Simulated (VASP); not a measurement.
# Na (Pm-3m) in VASP: a series of runs, part 2 of 2

VASP 6.6.1. Earlier steps stand in the parts before.

## 4. Density of states, PBE (volume scaled by 0.4)

Contents of POSCAR:

```
Na
1.0
    2.5182754641      0.0000000000      0.0000000000
    0.0000000000      2.5182754641      0.0000000000
    0.0000000000      0.0000000000      2.5182754641
Na
1
Direct
    0.0000000000      0.0000000000      0.0000000000
```

Contents of INCAR.step1:

```
ALGO = Normal
EDIFF = 1E-6
ENCUT = 520
GGA = PE
ISIF = 2
ISMEAR = -1
LASPH = True
LCHARG = True
LREAL = False
LWAVE = False
NBANDS = 10
NELM = 100
PREC = Accurate
SIGMA = 0.05
```

Contents of KPOINTS.step1:

```
k-points
0
Gamma
  12 12 12
```

Contents of INCAR.step2:

```
ALGO = Normal
EDIFF = 1E-6
ENCUT = 520
GGA = PE
ICHARG = 11
ISIF = 2
ISMEAR = -5
LASPH = True
LCHARG = False
LORBIT = 11
LREAL = False
LWAVE = False
NBANDS = 10
NEDOS = 1001
NELM = 100
PREC = Accurate
SIGMA = 0.05
```

Contents of KPOINTS.step2:

```
k-points
0
Gamma
  18 18 18
```

Potentials or basis: VASP PAW PBE potentials, release 64 (Na_pv).

On the command line:

```console
$ cat potpaw_PBE.64/Na_pv/POTCAR > POTCAR
$ cp INCAR.step1 INCAR
$ cp KPOINTS.step1 KPOINTS
$ mpirun -np 1 vasp_std > vasp.out
$ cp INCAR.step2 INCAR
$ cp KPOINTS.step2 KPOINTS
$ mpirun -np 1 vasp_std > vasp.out
```

OUTCAR:

```text
EDIFF = 1E-6
   ENCUT = 520
   GGA = PE
   ICHARG = 11
   ISIF = 2
   ISMEAR = -5
   LASPH = True
   LORBIT = 11
   LREAL = False
   NELM = 100
   PREC = Accurate

 ion  position               nearest neighbor table
   1  0.000  0.000  0.000-

  LATTYP: Found a simple cubic cell.
 ALAT       =     2.5182754641

  Lattice vectors:

 A1 = (   2.5182754641,   0.0000000000,   0.0000000000)
 A2 = (   0.0000000000,   2.5182754641,   0.0000000000)
 A3 = (   0.0000000000,   0.0000000000,   2.5182754641)

Analysis of symmetry for initial positions (statically):
=====================================================================
 Subroutine PRICEL returns:
 Original cell was already a primitive cell.

 Routine SETGRP: Setting up the symmetry group for a
 simple cubic supercell.

 Subroutine GETGRP returns: Found 48 space group operations
 (whereof 48 operations were pure point group operations)
 out of a pool of 48 trial point group operations.

The static configuration has the point symmetry O_h .

Analysis of symmetry for dynamics (positions and initial velocities):
=====================================================================
 Subroutine PRICEL returns:
 Original cell was already a primitive cell.

 Routine SETGRP: Setting up the symmetry group for a
 simple cubic supercell.

 Subroutine GETGRP returns: Found 48 space group operations
 (whereof 48 operations were pure point group operations)
 out of a pool of 48 trial point group operations.

The dynamic configuration has the point symmetry O_h .

 Subroutine INISYM returns: Found 48 space group operations
 (whereof 48 operations are pure point group operations),
 and found     1 'primitive' translations

----------------------------------------------------------------------------------------

                                     Primitive cell

  volume of cell :      15.9702

  direct lattice vectors                    reciprocal lattice vectors
     2.518275464  0.000000000  0.000000000     0.397097146  0.000000000  0.000000000
     0.000000000  2.518275464  0.000000000     0.000000000  0.397097146  0.000000000
     0.000000000  0.000000000  2.518275464     0.000000000  0.000000000  0.397097146

  length of vectors
     2.518275464  2.518275464  2.518275464     0.397097146  0.397097146  0.397097146

  position of ions in fractional coordinates (direct lattice)
     0.000000000  0.000000000  0.000000000

  ion indices of the primitive-cell ions
   primitive index   ion index
                 1           1

----------------------------------------------------------------------------------------

 KPOINTS: k-points

Automatic generation of k-mesh.
 Grid dimensions read from file:
 generate k-points for:   18   18   18

 Generating k-lattice:

  Cartesian coordinates                     Fractional coordinates (reciprocal lattice)
     0.022060953  0.000000000  0.000000000     0.055555556  0.000000000  0.000000000
     0.000000000  0.022060953  0.000000000     0.000000000  0.055555556  0.000000000
     0.000000000  0.000000000  0.022060953     0.000000000  0.000000000  0.055555556

  Length of vectors
     0.022060953  0.022060953  0.022060953

  Shift w.r.t. Gamma in fractional coordinates (k-lattice)
     0.000000000  0.000000000  0.000000000

 TETIRR: Found   2900 inequivalent tetrahedra from    34992

 Subroutine IBZKPT returns following result:
 ===========================================

 Found    220 irreducible k-points:

 Following reciprocal coordinates:
            Coordinates               Weight
  0.000000  0.000000  0.000000      1.000000
  0.055556  0.000000  0.000000      6.000000
  0.111111  0.000000  0.000000      6.000000
  0.166667  0.000000  0.000000      6.000000
  0.222222  0.000000  0.000000      6.000000
  0.277778  0.000000  0.000000      6.000000
[... 16 lines left out ...]
  0.277778  0.111111  0.000000     24.000000
  0.333333  0.111111  0.000000     24.000000
 [... further k-points ...]
   k-points           NKPTS =    220   k-points in BZ     NKDIM =    220   number of bands    NBANDS=     10
   number of dos      NEDOS =   1001   number of ions     NIONS =      1
   total plane-waves  NPLWV =   8000
   dimension x,y,z NGX =    20 NGY =   20 NGZ =   20
   dimension x,y,z NGXF=    40 NGYF=   40 NGZF=   40
   ions per type =               1
   NGX,Y,Z   is equivalent  to a cutoff of  13.20, 13.20, 13.20 a.u.
   NGXF,Y,Z  is equivalent  to a cutoff of  26.41, 26.41, 26.41 a.u.
 SYSTEM =  unknown system
   PREC   = accura    normal or accurate (medium, high low for compatibility)
   ISTART =      0    job   : 0-new  1-cont  2-samecut
   ICHARG =     11    charge: 1-file 2-atom 10-const
   ISPIN  =      1    spin polarized calculation?
   LNONCOLLINEAR =      F non collinear calculations
   LSORBIT =      F    spin-orbit coupling
   LASPH  =      T    aspherical Exc in radial PAW
   ENCUT  =  520.0 eV  38.22 Ry    6.18 a.u.   4.68  4.68  4.68*2*pi/ulx,y,z
   NELM   =    100;   NELMIN=  2; NELMDL=  0     # of ELM steps
   EDIFF  = 0.1E-05   stopping-criterion for ELM
   LREAL  =      F    real-space projection
   EDIFFG = 0.1E-04   stopping-criterion for IOM
   NSW    =      0    number of steps for IOM
   IBRION =     -1    ionic relax: 0-MD 1-quasi-New 2-CG
   NFREE  =      0    steps in history (QN), initial steepest desc. (CG)
   ISIF   =      2    stress and relaxation
   ISYM   =      2    0-nonsym 1-usesym 2-fastsym
   POTIM  = 0.5000    time-step for ionic-motion
   TEBEG  =    0.0;   TEEND  =   0.0 temperature during run
   PSTRESS=    0.0 pullay stress
   NELECT =       7.0000    total number of electrons
   NUPDOWN=      -1.0000    fix difference up-down
   EMIN   =  10.00;   EMAX   =-10.00  energy-range for DOS
   EFERMI =   0.00;   METHOD = LEGACY
   ISMEAR =    -5;   SIGMA  =   0.05  broadening in eV -4-tet -1-fermi 0-gaus
   EFERMI_NEDOS =   21; number of points for ismear=-14 and -15
   IALGO  =     38    algorithm
   IMIX   =      4    mixing-type and parameters
     AMIX     =   0.40;   BMIX     =  1.00
     AMIX_MAG =   1.60;   BMIX_MAG =  1.00
  volume/ion in A,a.u.               =      15.97       107.77
  Fermi-wavevector in a.u.,A,eV,Ry     =   1.243572  2.350010 21.041021  1.546471
  Thomas-Fermi vector in A             =   2.377877
   LORBIT       =     11    0 simple, 1 ext, 2 COOP (PROOUT), +10 PAW based schemes
   GGA     = PE    functional components
   LHFCALC =     F    Hartree Fock is set to
   AEXX    =    0.0000 exact exchange contribution
   IVDW    =     0    specifies the selected vdW correction
   LEPSILON=     F    determine dielectric tensor
   LRPA    =     F    only Hartree local field effects (RPA)
 non-spin polarized calculation
 Fermi weights with tetrahedron method with Bloechl corrections
  energy-cutoff  :      520.00
  volume of cell :       15.97
 maximum number of plane-waves:       449
 NGX is ok and might be reduce to    20

 number of electron       6.9999980 magnetization

 Free energy of the ion-electron system (eV)
  ---------------------------------------------------
  ext. energy  EPLUGINS =         0.00000000
  ---------------------------------------------------
  free energy    TOTEN  =        -0.09789498 eV

  energy without entropy =       -0.09789498  energy(sigma->0) =       -0.09789498

 E-fermi :   4.3220     XC(G=0):  -9.2148

 val. band max:        4.3291208560   @ k =   0.5000   0.1111   0.0556
 cond. band min:       4.3266491590   @ k =   0.3333   0.2778   0.2222
 fundamental gap:     -0.0024716969
 Fermi energy:         4.3219599579

 k-point     1 :       0.0000    0.0000    0.0000
  band No.  band energies     occupation
      1     -21.0390      2.00000
      2     -21.0390      2.00000
      3     -21.0390      2.00000
      4      -1.1457      2.00000
      5      17.0094      0.00000
      6      17.0094      0.00000
      7      21.8965      0.00000
      8      21.8965      0.00000
      9      21.8965      0.00000
     10      28.3818      0.00000
[... 287 lines left out ...]
 k-point    24 :       0.3333    0.1111    0.0000
  band No.  band energies     occupation
      1     -21.5285      2.00000
      2     -21.0684      2.00000
      3     -20.9888      2.00000
      4       1.8733      2.00000
      5       9.3561      0.00000
      6      17.7222      0.00000
      7      22.1896      0.00000
      8      23.2207      0.00000
      9      26.5841      0.00000
     10      28.7241      0.00000

 [... further k-points ...]
[... 5 lines left out ...]
  --------------------------------------------------------------------------------------
  -------------------------------------------------------------------------------------
  Total        3.1178692      3.1178692      3.1178692     -0.0000000     -0.0000000     -0.0000000
  in kB      312.7942566    312.7942566    312.7942566     -0.0000000     -0.0000000     -0.0000000
  external PRESSURE =     312.7942566 kB  Pullay stress =       0.0000000 kB

 VOLUME and BASIS-vectors are now :
 -----------------------------------------------------------------------------
  energy-cutoff  :      520.00
  volume of cell :       15.97
      direct lattice vectors                 reciprocal lattice vectors
     2.518275464  0.000000000  0.000000000     0.397097146  0.000000000  0.000000000
     0.000000000  2.518275464  0.000000000     0.000000000  0.397097146  0.000000000
     0.000000000  0.000000000  2.518275464     0.000000000  0.000000000  0.397097146

 POSITION                                       TOTAL-FORCE (eV/Angst)
 -----------------------------------------------------------------------------------
      0.00000      0.00000      0.00000         0.000000      0.000000      0.000000
 -----------------------------------------------------------------------------------
    total drift:                               -0.000000      0.000000     -0.000000

  FREE ENERGIE OF THE ION-ELECTRON SYSTEM (eV)
  ---------------------------------------------------
  free  energy   TOTEN  =        -0.0978949754 eV

  energy  without entropy=       -0.0978949754  energy(sigma->0) =       -0.09789498

 total charge

# of ion       s       p       d       tot
------------------------------------------
    1        0.187   6.030   0.000   6.217
```

OSZICAR.step1:

```text
N       E                     dE             d eps       ncg     rms          rms(c)
DAV:   1     0.351773045925E+02    0.35177E+02   -0.40395E+03  1702   0.766E+02
DAV:   2     0.520692237205E+00   -0.34657E+02   -0.34298E+02  1788   0.185E+02
DAV:   3    -0.114862198804E+00   -0.63555E+00   -0.63518E+00  2024   0.252E+01
DAV:   4    -0.117206229405E+00   -0.23440E-02   -0.23439E-02  1912   0.146E+00
DAV:   5    -0.117217448169E+00   -0.11219E-04   -0.11219E-04  1880   0.101E-01    0.639E-01
DAV:   6    -0.105186573270E+00    0.12031E-01   -0.20946E-03  2054   0.569E-01    0.403E-01
DAV:   7    -0.964437473533E-01    0.87428E-02   -0.46308E-03  2246   0.716E-01    0.291E-02
DAV:   8    -0.964309576576E-01    0.12790E-04   -0.12996E-04  2226   0.190E-01    0.434E-03
DAV:   9    -0.964320834602E-01   -0.11258E-05   -0.62594E-07  1432   0.864E-03    0.187E-03
DAV:  10    -0.964312009313E-01    0.88253E-06   -0.58434E-07  1054   0.114E-02
   1 F= -.96431201E-01 E0= -.94411164E-01  d E =-.404007E-02
```

Wall time 26 s (1 thread of Intel Xeon Platinum 8375C at 2.90GHz (Ice Lake), shared host); peak memory 0.13 GiB.

What came out:

```yaml
Valence_electrons_inside_the_program's_atomic_spheres: Na 6.22
```

Levels at points of the mesh, in eV from the Fermi level:
```csv
k point,band 1,band 2,band 3,band 4,band 5,band 6
"(0.00, 0.00, 0.00)",-25.36,-25.36,-25.36,-5.47,12.69,12.69
"(0.50, 0.00, 0.00)",-26.02,-25.30,-25.30,-0.26,1.38,16.84
"(0.50, 0.50, 0.00)",-25.89,-25.89,-25.25,3.35,5.79,5.79
"(0.50, 0.50, 0.50)",-25.79,-25.79,-25.79,8.27,8.27,8.27
```

Caveat: tetrahedron occupations give inexact forces and stress in metals.
